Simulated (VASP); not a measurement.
# SnS2 in VASP: relaxation of the atoms with PBE+D3(BJ)

Aim: the relaxation of the atoms of SnS2 with PBE+D3(BJ).

Everything below comes from runs of VASP 6.6.1. Logs are shortened: lines on timing, memory, paths and dates and some standing lists are left out, and cuts for length are marked.

### 1 The cell of the first run

The cell holds a slab with vacuum, 3 atoms: a = 3.518 Å, b = 3.518 Å, c = 31.913 Å, α = 90.00°, β = 90.00°, γ = 120.00°.

### 2 Relaxation of the atoms, PBE+D3(BJ) (biaxial strain -0.040)

INCAR

```
ALGO = Normal
DIPOL = 0.5 0.5 0.500
EDIFF = 1E-7
EDIFFG = -0.01
ENCUT = 450
GGA = PE
GGA_COMPAT = F
IBRION = 2
IDIPOL = 3
ISIF = 2
ISMEAR = 0
IVDW = 12
LASPH = T
LCHARG = F
LDIPOL = T
LREAL = F
LWAVE = F
NELM = 120
NELMDL = -8
NELMIN = 4
NSW = 60
PREC = Accurate
SIGMA = 0.02
```

KPOINTS

```
k-points
0
Gamma
  12 12 1
```

POSCAR

```
SnS2
1.0
    3.5181121590      0.0000000000      0.0000000000
   -1.7590560795      3.0467745031      0.0000000000
    0.0000000000      0.0000000000     31.9125768144
S Sn
2 1
Direct
    0.3333333333      0.6666666667      0.4534911230
    0.6666666667      0.3333333333      0.5465088770
    0.0000000000      0.0000000000      0.5000000000
```

Potentials or basis: VASP PAW PBE potentials, release 64 (S, Sn_d).

Command:

```bash
cat potpaw_PBE.64/S/POTCAR potpaw_PBE.64/Sn_d/POTCAR > POTCAR
mpirun -np 1 vasp_std > vasp.out
```

OUTCAR:

```text
EDIFF = 1E-7
   EDIFFG = -0.01
   ENCUT = 450
   GGA = PE
   IBRION = 2
   ISIF = 2
   ISMEAR = 0
   IVDW = 12
   LASPH = T
   LREAL = F
   NELM = 120
   NELMDL = -8
   NELMIN = 4
   NSW = 60
   PREC = Accurate
 IVDW          = 12

 ion  position               nearest neighbor table
   1  0.333  0.667  0.453-   3 2.52   3 2.52   3 2.52
   2  0.667  0.333  0.547-   3 2.52   3 2.52   3 2.52
   3  0.000  0.000  0.500-   1 2.52   2 2.52   2 2.52   1 2.52   2 2.52   1 2.52

  LATTYP: Found a hexagonal cell.
 ALAT       =     3.5181121590
 C/A-ratio  =     9.0709378701

  Lattice vectors:

 A1 = (   3.5181121590,   0.0000000000,   0.0000000000)
 A2 = (  -1.7590560795,   3.0467745031,   0.0000000000)
 A3 = (   0.0000000000,   0.0000000000,  31.9125768144)

Analysis of symmetry for initial positions (statically):
=====================================================================
 Subroutine PRICEL returns:
 Original cell was already a primitive cell.

 Routine SETGRP: Setting up the symmetry group for a
 hexagonal supercell.

 Subroutine GETGRP returns: Found 12 space group operations
 (whereof 12 operations were pure point group operations)
 out of a pool of 24 trial point group operations.

The static configuration has the point symmetry D_3d.

Analysis of symmetry for dynamics (positions and initial velocities):
=====================================================================
 Subroutine PRICEL returns:
 Original cell was already a primitive cell.

 Routine SETGRP: Setting up the symmetry group for a
 hexagonal supercell.

 Subroutine GETGRP returns: Found 12 space group operations
 (whereof 12 operations were pure point group operations)
 out of a pool of 24 trial point group operations.

The dynamic configuration has the point symmetry D_3d.

 Subroutine INISYM returns: Found 12 space group operations
 (whereof 12 operations are pure point group operations),
 and found     1 'primitive' translations

----------------------------------------------------------------------------------------

                                     Primitive cell

  volume of cell :     342.0675

  direct lattice vectors                    reciprocal lattice vectors
     3.518112159  0.000000000  0.000000000     0.284243354  0.164107977  0.000000000
    -1.759056080  3.046774503  0.000000000     0.000000000  0.328215954  0.000000000
     0.000000000  0.000000000 31.912576814     0.000000000  0.000000000  0.031335608

  length of vectors
     3.518112159  3.518112159 31.912576814     0.328215954  0.328215954  0.031335608

  position of ions in fractional coordinates (direct lattice)
     0.333333333  0.666666667  0.453491123
     0.666666667  0.333333333  0.546508877
     0.000000000  0.000000000  0.500000000

  ion indices of the primitive-cell ions
   primitive index   ion index
                 1           1
                 2           2
                 3           3

----------------------------------------------------------------------------------------

 KPOINTS: k-points

Automatic generation of k-mesh.
 Grid dimensions read from file:
 generate k-points for:   12   12    1

 Generating k-lattice:

  Cartesian coordinates                     Fractional coordinates (reciprocal lattice)
     0.023686946  0.013675665  0.000000000     0.083333333  0.000000000  0.000000000
     0.000000000  0.027351329  0.000000000     0.000000000  0.083333333  0.000000000
     0.000000000  0.000000000  0.031335608     0.000000000  0.000000000  1.000000000

  Length of vectors
     0.027351329  0.027351329  0.031335608

  Shift w.r.t. Gamma in fractional coordinates (k-lattice)
     0.000000000  0.000000000  0.000000000

 Subroutine IBZKPT returns following result:
 ===========================================

 Found     19 irreducible k-points:

 Following reciprocal coordinates:
            Coordinates               Weight
  0.000000  0.000000  0.000000      1.000000
  0.083333  0.000000  0.000000      6.000000
  0.166667  0.000000  0.000000      6.000000
  0.250000  0.000000  0.000000      6.000000
  0.333333  0.000000  0.000000      6.000000
  0.416667  0.000000  0.000000      6.000000
[... 11 lines left out ...]
  0.333333  0.250000  0.000000     12.000000
  0.333333  0.333333  0.000000      2.000000
   k-points           NKPTS =     19   k-points in BZ     NKDIM =     19   number of bands    NBANDS=     17
   number of dos      NEDOS =    301   number of ions     NIONS =      3
   total plane-waves  NPLWV = 129024
   dimension x,y,z NGX =    24 NGY =   24 NGZ =  224
   dimension x,y,z NGXF=    48 NGYF=   48 NGZF=  448
   ions per type =               2   1
   NGX,Y,Z   is equivalent  to a cutoff of  11.34, 11.34, 11.67 a.u.
   NGXF,Y,Z  is equivalent  to a cutoff of  22.68, 22.68, 23.34 a.u.
 SYSTEM =  unknown system
   PREC   = accura    normal or accurate (medium, high low for compatibility)
   ISTART =      0    job   : 0-new  1-cont  2-samecut
   ICHARG =      2    charge: 1-file 2-atom 10-const
   ISPIN  =      1    spin polarized calculation?
   LNONCOLLINEAR =      F non collinear calculations
   LSORBIT =      F    spin-orbit coupling
   LASPH  =      T    aspherical Exc in radial PAW
   ENCUT  =  450.0 eV  33.07 Ry    5.75 a.u.   6.09  6.09 55.20*2*pi/ulx,y,z
   NELM   =    120;   NELMIN=  4; NELMDL= -8     # of ELM steps
   EDIFF  = 0.1E-06   stopping-criterion for ELM
   LREAL  =      F    real-space projection
   EDIFFG = -.1E-01   stopping-criterion for IOM
   NSW    =     60    number of steps for IOM
   IBRION =      2    ionic relax: 0-MD 1-quasi-New 2-CG
   NFREE  =      1    steps in history (QN), initial steepest desc. (CG)
   ISIF   =      2    stress and relaxation
   ISYM   =      2    0-nonsym 1-usesym 2-fastsym
   POTIM  = 0.5000    time-step for ionic-motion
   TEBEG  =    0.0;   TEEND  =   0.0 temperature during run
   PSTRESS=    0.0 pullay stress
   NELECT =      26.0000    total number of electrons
   NUPDOWN=      -1.0000    fix difference up-down
   EMIN   =  10.00;   EMAX   =-10.00  energy-range for DOS
   EFERMI =   0.00;   METHOD = LEGACY
   ISMEAR =     0;   SIGMA  =   0.02  broadening in eV -4-tet -1-fermi 0-gaus
   EFERMI_NEDOS =   21; number of points for ismear=-14 and -15
   IALGO  =     38    algorithm
   IMIX   =      4    mixing-type and parameters
     AMIX     =   0.40;   BMIX     =  1.00
     AMIX_MAG =   1.60;   BMIX_MAG =  1.00
  volume/ion in A,a.u.               =     114.02       769.46
  Fermi-wavevector in a.u.,A,eV,Ry     =   0.693472  1.310471  6.543080  0.480903
  Thomas-Fermi vector in A             =   1.775694
   LORBIT       =      0    0 simple, 1 ext, 2 COOP (PROOUT), +10 PAW based schemes
   GGA     = PE    functional components
   LHFCALC =     F    Hartree Fock is set to
   AEXX    =    0.0000 exact exchange contribution
   IVDW    =    12    specifies the selected vdW correction
   LEPSILON=     F    determine dielectric tensor
   LRPA    =     F    only Hartree local field effects (RPA)
 conjugate gradient relaxation of ions
 non-spin polarized calculation
 Gauss-broadening in eV      SIGMA  =   0.02
  energy-cutoff  :      450.00
  volume of cell :      342.07
 maximum number of plane-waves:      7480
   NGX = 13   NGY = 13   NGZ =111

--------------------------------------- Ionic step        1  -------------------------------------------

 number of electron      26.0000012 magnetization

 Free energy of the ion-electron system (eV)
  ---------------------------------------------------
  ext. energy  EPLUGINS =         0.00000000
  ---------------------------------------------------
  free energy    TOTEN  =       -12.99903145 eV

  energy without entropy =      -12.99903145  energy(sigma->0) =      -12.99903145

------------------------ aborting loop because EDIFF is reached ----------------------------------------

 Edisp (eV)   -0.75916

 E8    (eV) :    -0.3328

  FORCE on cell =-STRESS in cart. coord.  units (eV):
  Direction    XX          YY          ZZ          XY          YZ          ZX
  --------------------------------------------------------------------------------------
  -------------------------------------------------------------------------------------
  Total       3.69991     3.69991     1.86444     0.00000    -0.00000     0.00000
  in kB      17.32965    17.32965     8.73268     0.00000    -0.00000     0.00000
  external pressure =       14.46 kB  Pullay stress =        0.00 kB
[... 18 lines left out ...]
  FREE ENERGIE OF THE ION-ELECTRON SYSTEM (eV)
  ---------------------------------------------------
  free  energy   TOTEN  =       -13.7581895097 eV

  energy  without entropy=      -13.7581895097  energy(sigma->0) =      -13.75818951

 dipolmoment           0.000000      0.000000     -0.000000 electrons x Angstroem

--------------------------------------- Ionic step        2  -------------------------------------------

 number of electron      26.0000012 magnetization

------------------------ aborting loop because EDIFF is reached ----------------------------------------

 Edisp (eV)   -0.75417

 E8    (eV) :    -0.3306
[... 30 lines left out ...]
  energy  without entropy=      -13.7846803771  energy(sigma->0) =      -13.78468038

--------------------------------------- Ionic step        3  -------------------------------------------

 number of electron      26.0000009 magnetization

 dipolmoment           0.000000      0.000000      0.000000 electrons x Angstroem

 Free energy of the ion-electron system (eV)
  ---------------------------------------------------
  ext. energy  EPLUGINS =         0.00000000
  ---------------------------------------------------
  free energy    TOTEN  =       -13.03777295 eV

  energy without entropy =      -13.03777295  energy(sigma->0) =      -13.03777295

 E-fermi :  -3.9877     XC(G=0):  -2.1928

 val. band max:       -4.1566593658   @ k =   0.0833   0.0000   0.0000
 cond. band min:      -2.7331749230   @ k =   0.5000   0.0000   0.0000
 fundamental gap:      1.4234844428
 Fermi energy:        -3.9877185790

 k-point     1 :       0.0000    0.0000    0.0000
  band No.  band energies     occupation
      1     -25.1931      2.00000
      2     -25.1931      2.00000
      3     -25.1212      2.00000
      4     -25.0880      2.00000
      5     -25.0880      2.00000
      6     -18.2467      2.00000
[... 9 lines left out ...]
     16       1.5710      0.00000
     17       1.5710      0.00000
[... 345 lines left out ...]
      3     -25.1043      2.00000
      4     -25.1043      2.00000
      5     -25.0497      2.00000
      6     -15.5353      2.00000
[... 9 lines left out ...]
     16       1.4006      0.00000
     17       3.4002      0.00000

------------------------ aborting loop because EDIFF is reached ----------------------------------------

 vacuum level on the upper side and lower side of the slab       (xc-potential included)        -0.090        -0.090

 Edisp (eV)   -0.75112

 E8    (eV) :    -0.3292

  FORCE on cell =-STRESS in cart. coord.  units (eV):
  Direction    XX          YY          ZZ          XY          YZ          ZX
  --------------------------------------------------------------------------------------
  -------------------------------------------------------------------------------------
  Total       2.89281     2.89281    -0.03061    -0.00000     0.00000     0.00000
  in kB      13.54936    13.54936    -0.14338    -0.00000     0.00000     0.00000
  external pressure =        8.99 kB  Pullay stress =        0.00 kB
[... 18 lines left out ...]
  FREE ENERGIE OF THE ION-ELECTRON SYSTEM (eV)
  ---------------------------------------------------
  free  energy   TOTEN  =       -13.7888898513 eV

  energy  without entropy=      -13.7888898513  energy(sigma->0) =      -13.78888985

 reached required accuracy - stopping structural energy minimisation

 vacuum level on the upper side and lower side of the slab         2.135         2.135
```

Wall time 2.6 min (1 thread of Intel Xeon 6975P-C (Granite Rapids), shared host); peak memory 0.42 GiB.

Results:

```
Free energy                  : -13.7889 eV
Energy gained by relaxing    : 10.2 meV/atom
Ionic steps                  : 3
Largest force after relaxing : 0.003 eV/Å
Band gap on the k mesh       : 1.42 eV (least direct gap 1.84 eV)
Dispersion energy per atom   : -0.250 eV
```

Forces in eV/Å, atoms in the order of the input:
```
S    0.000  0.000  0.003
S    0.000  0.000 -0.003
Sn   0.000  0.000  0.000
```

The path:
```csv
step,energy change (eV),largest force (eV/Å),pressure (GPa)
1,0.0000,0.6359,1.45
2,-0.0265,0.2320,1.10
3,-0.0307,0.0031,0.90
```

Final structure:
```yaml
crystal:
  lattice:
    - [3.51811, 0.00000, 0.00000]
    - [-1.75906, 3.04677, 0.00000]
    - [0.00000, 0.00000, 31.91258]
  atoms:
    - { symbol: S, position: [0.33333, 0.66667, 0.45195] }
    - { symbol: S, position: [0.66667, 0.33333, 0.54805] }
    - { symbol: Sn, position: [0.00000, 0.00000, 0.50000] }
```

Caveat: the cell differs from its parent crystal (biaxial strain -0.040); spin-orbit coupling is left out, which moves the levels of the heavy elements.
